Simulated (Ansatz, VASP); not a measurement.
Two plane-wave programs on Al

```
Al
1.0
     0.00000    2.05145    2.05145
     2.05145    0.00000    2.05145
     2.05145    2.05145    0.00000
Al
1
Direct
  0.00000 0.00000 0.00000
```

Alike in both runs: task single point; functional HSE06; k mesh 6 × 6 × 6; occupations fermi-dirac, width 0.05 eV; no spin polarisation.

```csv
,VASP,Ansatz
version,VASP 6.6.1,Ansatz 0.2.0
potentials or method,"VASP PAW PBE potentials, release 64 (Al)",Ansatz PAW
plane-wave cutoff (eV),520,420
valence electrons in the cell,3,3
```

|  | VASP | Ansatz | Ansatz less VASP |
| --- | --- | --- | --- |
| gap on the k mesh at the Fermi level (eV) | none | none | - |
| pressure (GPa) | -3.7 | -3.7 | -0.05 |

A gap of «none» marks a metal or a gap that the smearing closes.

The k mesh is coarse, so the values compare programs but aren't converged.
